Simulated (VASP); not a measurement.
A run of VASP 6.6.1 is set up as follows.

Contents of INCAR:

```
SYSTEM = BN
ALGO     = Normal         ! electronic algorithm
EDIFF    = 1E-6           ! SCF threshold, eV
ENCUT    = 520            ! plane-wave cutoff, eV
GGA      = PE             ! functional
ISIF     = 2              ! what is computed and relaxed
ISMEAR   = 0              ! smearing method
LASPH    = .TRUE.         ! aspherical terms in the spheres
LCHARG   = .FALSE.        ! write CHGCAR
LREAL    = .FALSE.        ! projectors in reciprocal space
LWAVE    = .FALSE.        ! write WAVECAR
NBANDS   = 11             ! bands
NELM     = 100            ! most SCF steps
PREC     = Accurate       ! precision mode
SIGMA    = 0.01           ! smearing width, eV
```

File KPOINTS:

```
k-points
0
G
  8 8 8
  0 0 0
```

The input POSCAR:

```
BN
1.0
    0.0000000000      1.6855769023      1.6855769023
    1.6855769023      0.0000000000      1.6855769023
    1.6855769023      1.6855769023      0.0000000000
B N
1 1
Direct
    0.0000000000      0.0000000000      0.0000000000
    0.5000000000      0.5000000000      0.5000000000
```

Potentials or basis: VASP PAW PBE potentials, release 64 (B, N).

Run with:

```console
$ cat potpaw_PBE.64/B/POTCAR potpaw_PBE.64/N/POTCAR > POTCAR
$ mpirun -np 1 vasp_std > vasp.out
```

Task: Estimate the pressure.

Result: 55.0 GPa.

Task: Predict the band gap on the k mesh.

Result: 2.19 eV, indirect (least direct gap 6.23 eV).

 A k mesh can miss the band edges.
